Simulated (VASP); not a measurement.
Runs of VASP 6.6.1 on SiC. The structure is that of space group F-43m (No. 216), or close to it. The cells are those of the table. 

```csv
cell,gap on the mesh (eV),pressure (GPa)
"a = 3.180 Å, angles 60.0°, 2 atoms",(a),-14.4
"a = 3.131 Å, angles 60.0°, 2 atoms",(c),-6.5
"a = 2.974 Å, angles 60.0°, 2 atoms",1.24,32.7
"a = 3.028 Å, angles 60.0°, 2 atoms",(b),16.3
"a = 3.080 Å, angles 60.0°, 2 atoms",1.35,3.5
```

Alike in all rows: task single point; level PBE; potentials or basis VASP PAW PBE potentials, release 64 (Si, C); no spin polarisation; k mesh 6 × 6 × 6; cutoff (eV) 520; smearing gaussian 0.01 eV.

Problem. Estimate the missing entries.

Solution. (a) 1.43; (b) 1.30; (c) 1.39.

Caveats: some runs use coarse meshes.

A k mesh can miss the band edges.
